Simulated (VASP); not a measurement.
# Pd (Fm-3m) in VASP: a series of runs

The runs below take Pd through single point, with PBEsol+D3(BJ), LDA, PBE+D4, revPBE+D3(BJ), SVWN5.

Program: VASP 6.6.1. These are calculated values, not measurements. Logs are shortened: lines on timing, memory, paths and dates and some standing lists are left out, and cuts for length are marked.

**1. The cell of the first run**

It takes space group Fm-3m (No. 225, cubic). Conventional cell: a = 3.831 Å, b = 3.831 Å, c = 3.831 Å, α = 90.00°, β = 90.00°, γ = 90.00°. Within 3.6 Å of Pd (site symmetry m-3m) lie 12 Pd at 2.71 Å.

**2. Single point, PBEsol+D3(BJ)**

INCAR

```
SYSTEM = Pd
PREC = Accurate ; ENCUT = 520
EDIFF = 1E-6 ; ISMEAR = -1
SIGMA = 0.05 ; LREAL = .FALSE.
LASPH = .TRUE. ; NELM = 100
ALGO = Normal ; ISIF = 2
LWAVE = .FALSE. ; LCHARG = .TRUE.
GGA = PS ; IVDW = 12
LELF = .TRUE. ; LVHAR = .TRUE.
NBANDS = 11
```

KPOINTS

```
Automatic mesh
0
G
  12 12 12
  0 0 0
```

POSCAR

```
Pd
1.0
    0.0000000000      1.9152970267      1.9152970267
    1.9152970267      0.0000000000      1.9152970267
    1.9152970267      1.9152970267      0.0000000000
Pd
1
Direct
    0.0000000000      0.0000000000      0.0000000000
```

Potentials or basis: VASP PAW PBE potentials, release 64 (Pd).

On the command line:

```console
> cat potpaw_PBE.64/Pd/POTCAR > POTCAR
> mpirun -np 1 vasp_std > vasp.out
```

OUTCAR:

```text
SYSTEM = Pd
   PREC = Accurate
   ENCUT = 520
   EDIFF = 1E-6
   ISMEAR = -1
   LREAL = .FALSE.
   LASPH = .TRUE.
   NELM = 100
   ISIF = 2
   GGA = PS
   IVDW = 12
 IVDW          = 12

 ion  position               nearest neighbor table
   1  0.000  0.000  0.000-

  LATTYP: Found a face centered cubic cell.
 ALAT       =     3.8305940534

  Lattice vectors:

 A1 = (   0.0000000000,   1.9152970267,   1.9152970267)
 A2 = (   1.9152970267,   0.0000000000,   1.9152970267)
 A3 = (   1.9152970267,   1.9152970267,   0.0000000000)

Analysis of symmetry for initial positions (statically):
[... 33 lines left out ...]
                                     Primitive cell

  volume of cell :      14.0520

  direct lattice vectors                    reciprocal lattice vectors
     0.000000000  1.915297027  1.915297027    -0.261056115  0.261056115  0.261056115
     1.915297027  0.000000000  1.915297027     0.261056115 -0.261056115  0.261056115
     1.915297027  1.915297027  0.000000000     0.261056115  0.261056115 -0.261056115

  length of vectors
     2.708639031  2.708639031  2.708639031     0.452162454  0.452162454  0.452162454

  position of ions in fractional coordinates (direct lattice)
     0.000000000  0.000000000  0.000000000

  ion indices of the primitive-cell ions
   primitive index   ion index
                 1           1

----------------------------------------------------------------------------------------

 KPOINTS: Automatic mesh

Automatic generation of k-mesh.
 Grid dimensions read from file:
 generate k-points for:   12   12   12

 Generating k-lattice:

  Cartesian coordinates                     Fractional coordinates (reciprocal lattice)
    -0.021754676  0.021754676  0.021754676     0.083333333  0.000000000  0.000000000
     0.021754676 -0.021754676  0.021754676     0.000000000  0.083333333  0.000000000
     0.021754676  0.021754676 -0.021754676     0.000000000  0.000000000  0.083333333

  Length of vectors
     0.037680205  0.037680205  0.037680205

  Shift w.r.t. Gamma in fractional coordinates (k-lattice)
     0.000000000  0.000000000  0.000000000

 Subroutine IBZKPT returns following result:
 ===========================================

 Found     72 irreducible k-points:

 Following reciprocal coordinates:
            Coordinates               Weight
  0.000000  0.000000  0.000000      1.000000
  0.083333  0.000000  0.000000      8.000000
  0.166667  0.000000  0.000000      8.000000
  0.250000  0.000000  0.000000      8.000000
  0.333333  0.000000  0.000000      8.000000
  0.416667  0.000000  0.000000      8.000000
[... 16 lines left out ...]
  0.500000  0.166667  0.000000     24.000000
 -0.416667  0.166667  0.000000     24.000000
 [... further k-points ...]
   k-points           NKPTS =     72   k-points in BZ     NKDIM =     72   number of bands    NBANDS=     11
   number of dos      NEDOS =    301   number of ions     NIONS =      1
   total plane-waves  NPLWV =   8000
   dimension x,y,z NGX =    20 NGY =   20 NGZ =   20
   dimension x,y,z NGXF=    40 NGYF=   40 NGZF=   40
   ions per type =               1
   NGX,Y,Z   is equivalent  to a cutoff of  12.28, 12.28, 12.28 a.u.
   NGXF,Y,Z  is equivalent  to a cutoff of  24.55, 24.55, 24.55 a.u.
 SYSTEM =  Pd
   PREC   = accura    normal or accurate (medium, high low for compatibility)
   ISTART =      0    job   : 0-new  1-cont  2-samecut
   ICHARG =      2    charge: 1-file 2-atom 10-const
   ISPIN  =      1    spin polarized calculation?
   LNONCOLLINEAR =      F non collinear calculations
   LSORBIT =      F    spin-orbit coupling
   LASPH  =      T    aspherical Exc in radial PAW
   ENCUT  =  520.0 eV  38.22 Ry    6.18 a.u.   5.04  5.04  5.04*2*pi/ulx,y,z
   NELM   =    100;   NELMIN=  2; NELMDL= -5     # of ELM steps
   EDIFF  = 0.1E-05   stopping-criterion for ELM
   LREAL  =      F    real-space projection
   EDIFFG = 0.1E-04   stopping-criterion for IOM
   NSW    =      0    number of steps for IOM
   IBRION =     -1    ionic relax: 0-MD 1-quasi-New 2-CG
   NFREE  =      0    steps in history (QN), initial steepest desc. (CG)
   ISIF   =      2    stress and relaxation
   ISYM   =      2    0-nonsym 1-usesym 2-fastsym
   POTIM  = 0.5000    time-step for ionic-motion
   TEBEG  =    0.0;   TEEND  =   0.0 temperature during run
   PSTRESS=    0.0 pullay stress
   NELECT =      10.0000    total number of electrons
   NUPDOWN=      -1.0000    fix difference up-down
   EMIN   =  10.00;   EMAX   =-10.00  energy-range for DOS
   EFERMI =   0.00;   METHOD = LEGACY
   ISMEAR =    -1;   SIGMA  =   0.05  broadening in eV -4-tet -1-fermi 0-gaus
   EFERMI_NEDOS =   21; number of points for ismear=-14 and -15
   IALGO  =     38    algorithm
   IMIX   =      4    mixing-type and parameters
     AMIX     =   0.40;   BMIX     =  1.00
     AMIX_MAG =   1.60;   BMIX_MAG =  1.00
  volume/ion in A,a.u.               =      14.05        94.83
  Fermi-wavevector in a.u.,A,eV,Ry     =   1.461601  2.762025 29.065802  2.136276
  Thomas-Fermi vector in A             =   2.577913
   LORBIT       =      0    0 simple, 1 ext, 2 COOP (PROOUT), +10 PAW based schemes
   GGA     = PS    functional components
   LHFCALC =     F    Hartree Fock is set to
   AEXX    =    0.0000 exact exchange contribution
   IVDW    =    12    specifies the selected vdW correction
   LEPSILON=     F    determine dielectric tensor
   LRPA    =     F    only Hartree local field effects (RPA)
 non-spin polarized calculation
  energy-cutoff  :      520.00
  volume of cell :       14.05
 maximum number of plane-waves:       388
   NGX =  9   NGY =  9   NGZ =  9

 number of electron      10.0000005 magnetization

 Free energy of the ion-electron system (eV)
  ---------------------------------------------------
  ext. energy  EPLUGINS =         0.00000000
  ---------------------------------------------------
  free energy    TOTEN  =        -5.96524081 eV

  energy without entropy =       -5.94700890  energy(sigma->0) =       -5.95612486

 E-fermi :  10.4335     XC(G=0): -13.6864

 val. band max:       10.4302530158   @ k =   0.4167   0.2500   0.0000
 cond. band min:      10.4349836929   @ k =   0.5000   0.0000   0.0000
 fundamental gap:      0.0047306770
 Fermi energy:        10.4335400690

 k-point     1 :       0.0000    0.0000    0.0000
  band No.  band energies     occupation
      1       2.8385      2.00000
      2       7.3655      2.00000
      3       7.3655      2.00000
      4       7.3655      2.00000
      5       9.1323      2.00000
      6       9.1323      2.00000
      7      27.6011      0.00000
      8      32.6527      0.00000
      9      32.6527      0.00000
     10      32.6527      0.00000
     11      36.3403      0.00000

 k-point     2 :       0.0833    0.0000    0.0000
  band No.  band energies     occupation
      1       3.0998      2.00000
      2       7.2705      2.00000
      3       7.4571      2.00000
      4       7.4571      2.00000
      5       9.0886      2.00000
      6       9.0886      2.00000
      7      27.8944      0.00000
      8      31.1515      0.00000
      9      32.9751      0.00000
     10      32.9751      0.00000
     11      36.3828      0.00000

 k-point     3 :       0.1667    0.0000    0.0000
  band No.  band energies     occupation
      1       3.8044      2.00000
      2       7.1048      2.00000
      3       7.6432      2.00000
      4       7.6432      2.00000
      5       9.0568      2.00000
      6       9.0568      2.00000
      7      27.9773      0.00000
      8      29.0167      0.00000
      9      33.8317      0.00000
     10      33.8317      0.00000
     11      36.4549      0.00000

 k-point     4 :       0.2500    0.0000    0.0000
  band No.  band energies     occupation
      1       4.5814      2.00000
      2       7.3136      2.00000
      3       7.6836      2.00000
      4       7.6836      2.00000
      5       9.2859      2.00000
      6       9.2859      2.00000
      7      25.3275      0.00000
      8      28.7681      0.00000
      9      34.6713      0.00000
     10      34.6713      0.00000
     11      36.3281      0.00000

 k-point     5 :       0.3333    0.0000    0.0000
  band No.  band energies     occupation
      1       4.8401      2.00000
      2       7.5366      2.00000
      3       7.5366      2.00000
      4       8.4990      2.00000
      5       9.7786      2.00000
      6       9.7786      2.00000
      7      22.2694      0.00000
      8      27.9819      0.00000
      9      33.8053      0.00000
     10      33.8053      0.00000
     11      36.9799      0.00000
[... 211 lines left out ...]
 k-point    21 :       0.3333    0.1667    0.0000
  band No.  band energies     occupation
      1       5.3279      2.00000
      2       6.4867      2.00000
      3       7.5572      2.00000
      4       8.2811      2.00000
      5       9.9796      1.99977
      6      10.0111      1.99957
      7      24.7960      0.00000
      8      28.9293      0.00000
      9      29.8341      0.00000
     10      32.0024      0.00000
     11      36.2743      0.00000

 k-point    22 :       0.4167    0.1667    0.0000
  band No.  band energies     occupation
      1       5.3555      2.00000
      2       6.8946      2.00000
      3       7.5408      2.00000
      4       8.1311      2.00000
      5      10.3877      1.42891
      6      11.6446      0.00000
      7      21.5880      0.00000
      8      27.9180      0.00000
      9      29.4623      0.00000
     10      31.2588      0.00000
     11      36.4028      0.00000

 k-point    23 :       0.5000    0.1667    0.0000
  band No.  band energies     occupation
      1       5.3153      2.00000
      2       6.8349      2.00000
      3       7.9729      2.00000
      4       8.1043      2.00000
      5      10.4819      0.55111
      6      13.5605      0.00000
      7      18.8498      0.00000
      8      27.0921      0.00000
      9      29.7166      0.00000
     10      30.1922      0.00000
     11      36.4076      0.00000

 k-point    24 :      -0.4167    0.1667    0.0000
  band No.  band energies     occupation
      1       5.3717      2.00000
      2       6.8436      2.00000
      3       7.8979      2.00000
      4       8.3216      2.00000
      5      10.1845      1.98635
      6      14.1239      0.00000
      7      18.3560      0.00000
      8      26.5677      0.00000
      9      29.5912      0.00000
     10      30.8106      0.00000
     11      36.4037      0.00000

 [... further k-points ...]

------------------------ aborting loop because EDIFF is reached ----------------------------------------

 Edisp (eV)   -0.65308

 E8    (eV) :    -0.4360

  FORCE on cell =-STRESS in cart. coord.  units (eV):
  Direction    XX          YY          ZZ          XY          YZ          ZX
  --------------------------------------------------------------------------------------
  -------------------------------------------------------------------------------------
  Total      -0.03263    -0.03263    -0.03263     0.00000     0.00000    -0.00000
  in kB      -3.72035    -3.72035    -3.72035     0.00000     0.00000    -0.00000
  external pressure =       -3.72 kB  Pullay stress =        0.00 kB

 VOLUME and BASIS-vectors are now :
 -----------------------------------------------------------------------------
  energy-cutoff  :      520.00
  volume of cell :       14.05
      direct lattice vectors                 reciprocal lattice vectors
     0.000000000  1.915297027  1.915297027    -0.261056115  0.261056115  0.261056115
     1.915297027  0.000000000  1.915297027     0.261056115 -0.261056115  0.261056115
     1.915297027  1.915297027  0.000000000     0.261056115  0.261056115 -0.261056115

 POSITION                                       TOTAL-FORCE (eV/Angst)
 -----------------------------------------------------------------------------------
      0.00000      0.00000      0.00000         0.000000      0.000000      0.000000
 -----------------------------------------------------------------------------------
    total drift:                                0.000000      0.000000      0.000000

  FREE ENERGIE OF THE ION-ELECTRON SYSTEM (eV)
  ---------------------------------------------------
  free  energy   TOTEN  =        -6.6183203269 eV

  energy  without entropy=       -6.6000884146  energy(sigma->0) =       -6.60920437
```

Wall time 13 s (1 thread of Intel Xeon 8259CL, shared host); peak memory 0.14 GiB.

What came out:

```yaml
Free_energy: -6.6183 eV
Pressure: -0.4 GPa
Band_gap_on_the_k_mesh: zero (band 5 reaches 10.78 eV, above the bottom of band 6 at 9.06 eV)
Dispersion_energy_per_atom: -0.653 eV
```

Caveat: the PAW data sets were made with another functional, which shifts forces and pressure a little; pairwise dispersion overbinds metals, which lowers pressure and volume.

**3. Single point, LDA**

This run uses another cell than the first one, of 13.87 Å³/atom, 0.987 times its volume.

INCAR

```
SYSTEM = Pd
ALGO     = Normal         ! electronic algorithm
EDIFF    = 1E-7           ! SCF threshold, eV
ENCUT    = 520            ! plane-wave cutoff, eV
GGA      = CA             ! functional
ISIF     = 2              ! what is computed and relaxed
ISMEAR   = -1             ! smearing method
LASPH    = .True.         ! aspherical terms in the spheres
LCHARG   = .True.         ! write CHGCAR
LELF     = .True.         ! ELF
LREAL    = .False.        ! projectors in reciprocal space
LVHAR    = .True.       
LWAVE    = .False.        ! write WAVECAR
NBANDS   = 11             ! bands
NELM     = 80             ! most SCF steps
PREC     = Accurate       ! precision mode
SIGMA    = 0.05           ! smearing width, eV
```

KPOINTS

```
k-points
0
Gamma
  12 12 12
  0 0 0
```

POSCAR

```
Pd
1.0
    0.0000000000      1.9067643606      1.9067643606
    1.9067643606      0.0000000000      1.9067643606
    1.9067643606      1.9067643606      0.0000000000
Pd
1
Direct
    0.0000000000      0.0000000000      0.0000000000
```

Potentials or basis: VASP PAW LDA potentials, release 64 (Pd).

On the command line:

```console
> cat potpaw_LDA.64/Pd/POTCAR > POTCAR
> mpirun -np 1 vasp_std > vasp.out
```

It took 14 s on 1 thread of Intel Xeon 8259CL, shared host; peak memory 0.13 GiB.

Results (log left out):

```yaml
Free_energy: -6.5055 eV
Pressure: 4.9 GPa
Band_gap_on_the_k_mesh: zero (band 5 reaches 11.01 eV, above the bottom of band 6 at 9.25 eV)
```

Levels at points of the mesh, in eV from the Fermi level:
```csv
k point,band 1,band 2,band 3,band 4,band 5,band 6,band 7,band 8,band 9,band 10
"(0.00, 0.00, 0.00)",-7.70,-3.15,-3.15,-3.15,-1.33,-1.33,17.16,22.24,22.24,22.24
"(0.50, 0.00, 0.00)",-5.84,-3.20,-3.20,0.00,0.00,0.84,7.79,16.56,21.54,21.54
"(0.50, 0.50, 0.00)",-5.96,-5.66,-0.01,0.35,0.35,3.28,11.41,13.43,13.43,22.46
```

[end of part 1 of 2]
